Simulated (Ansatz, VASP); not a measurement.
## RbBr: VASP beside Ansatz

The input INCAR:

```
SYSTEM = RbBr
PREC = Accurate
ENCUT = 500
EDIFF = 1E-6
ISMEAR = 0
SIGMA = 0.1
LREAL = .False.
LASPH = .True.
NELM = 120
ALGO = Normal
ISIF = 2
LWAVE = .False.
LCHARG = .False.
GGA = PE
IVDW = 12
NBANDS = 15
GGA_COMPAT = .False.
```

The input KPOINTS:

```
regular mesh
0
Gamma
  4 4 4
  0 0 0
```

File POSCAR:

```
RbBr
1.0
    0.0000000000      3.4559502600      3.4559502600
    3.4559502600      0.0000000000      3.4559502600
    3.4559502600      3.4559502600      0.0000000000
Rb Br
1 1
Direct
    0.0000000000      0.0000000000      0.0000000000
    0.5000000000      0.5000000000      0.5000000000
```

Input for Ansatz:

```yaml
crystal:
  lattice:
    - [0.0, 3.45595026, 3.45595026]
    - [3.45595026, 0.0, 3.45595026]
    - [3.45595026, 3.45595026, 0.0]
  atoms:
    - { symbol: Rb, position: [0.0, 0.0, 0.0] }
    - { symbol: Br, position: [0.5, 0.5, 0.5] }
basis:
  ecutwfc: 420
kpoints:
  mp_grid: { grid: [4, 4, 4] }
hamiltonian:
  xc: pbe
  dispersion: d3bj
scf:
  occupations: { method: gaussian, width: 0.1 }
  lower_state_search: "off"
output:
  forces: true
  stress: true
  eigenvalues: true
```

Alike in both runs: task single point; functional PBE; dispersion D3(BJ); k mesh 4 × 4 × 4; occupations gaussian, width 0.1 eV; no spin polarisation.

|  | VASP | Ansatz |
| --- | --- | --- |
| version | VASP 6.6.1 | Ansatz 0.2.0 |
| potentials or method | VASP PAW PBE potentials, release 64 (Rb_sv, Br), cutoff 500 eV | scalar-relativistic, plane waves, PAW |
| valence electrons in the cell | 16 | 16 |

Ansatz gave:

- gap on the k mesh at the Fermi level (eV): 4.30
- least direct gap on the mesh (eV): 4.30
- pressure (GPa): -0.2

Question: Which values does VASP return?

Answer: gap on the k mesh at the Fermi level (eV): 4.30; least direct gap on the mesh (eV): 4.30; pressure (GPa): -0.1.
